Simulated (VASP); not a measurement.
## H2CO: single point with PBE

H2CO:

```
CELL_PARAMETERS angstrom
7.80683 0.00000 0.00000
0.00000 7.80683 0.00000
0.00000 0.00000 7.80683
ATOMIC_POSITIONS crystal
O 0.24284 0.26148 0.52387
O 0.50661 0.78313 0.37030
O 0.90415 0.04976 0.95413
O 0.57804 0.62835 0.87671
O 0.82703 0.39031 0.37963
O 0.47654 0.00620 0.89206
C 0.19802 0.31016 0.38532
C 0.61034 0.73807 0.26082
C 0.03671 0.06032 0.86919
C 0.52504 0.49878 0.81630
C 0.76521 0.25184 0.41555
C 0.54788 0.96271 0.75957
H 0.23542 0.43673 0.32779
H 0.11530 0.22877 0.29828
H 0.62781 0.82213 0.14390
H 0.70406 0.62922 0.27357
H 0.05662 0.00429 0.74482
H 0.15337 0.11663 0.91781
H 0.56315 0.47464 0.68285
H 0.43846 0.40495 0.88160
H 0.64912 0.24231 0.49842
H 0.81901 0.12690 0.37303
H 0.53568 0.03179 0.64081
H 0.60778 0.83878 0.74454
```

```yaml
Program: VASP 6.6.1
Task: single point
Functional: PBE
Potentials_or_basis: VASP PAW PBE potentials, release 64 (O, C, H)
Cutoff: 520 eV
k_mesh: 1 × 1 × 1
Occupations: fermi-dirac, width 0.05 eV
Spin: no spin polarisation
```

```yaml
Pressure: 0.8 GPa
Largest_force: 2.569 eV/Å
```

Forces in eV/Å, atoms in the order of the input:
```
O    0.516 -0.283  1.434
O    0.318 -0.731 -0.096
O    0.633  0.164 -0.714
O    0.612  1.501  1.993
O    0.206 -0.080 -0.059
O    0.143  0.264  0.025
C   -0.733  0.184 -2.020
C    0.361  1.348 -0.348
C   -0.915 -0.328  1.302
C   -0.607 -1.605 -1.316
C   -0.308 -0.060  0.316
C   -0.808 -0.328  0.485
H    0.029 -0.096  0.292
H    0.262  0.197  0.275
H   -0.119 -0.517  0.276
H   -0.606  0.053  0.179
H   -0.380 -0.502 -1.208
H    0.760  0.663  0.590
H   -0.170 -0.703 -0.505
H    0.136  0.129  0.027
H   -0.059  0.022 -0.105
H    0.166  0.060 -0.171
H   -0.105  1.121 -0.853
H    0.666 -0.473  0.200
```

Stress tensor (GPa, compression positive):
```
-0.20  0.18  0.76
 0.18  1.51  0.26
 0.76  0.26  1.20
```

Levels at points of the mesh, in eV from the Fermi level:
| k point | band 32 | band 33 | band 34 | band 35 | band 36 | band 37 | band 38 | band 39 | band 40 | band 41 |
| --- | --- | --- | --- | --- | --- | --- | --- | --- | --- | --- |
| (0.00, 0.00, 0.00) | -2.15 | -1.97 | -1.88 | -1.41 | -1.22 | 1.21 | 1.57 | 1.78 | 1.83 | 1.95 |

Run time: 61 s on 1 thread of Intel(R) Xeon(R) Platinum 8259CL CPU @ 2.50GHz (Skylake/Cascade Lake) (shared host), peak memory 0.47 GiB.

Caveat: the k points lie up to 0.80 Å⁻¹ apart, too coarse for converged energies, forces and pressures.
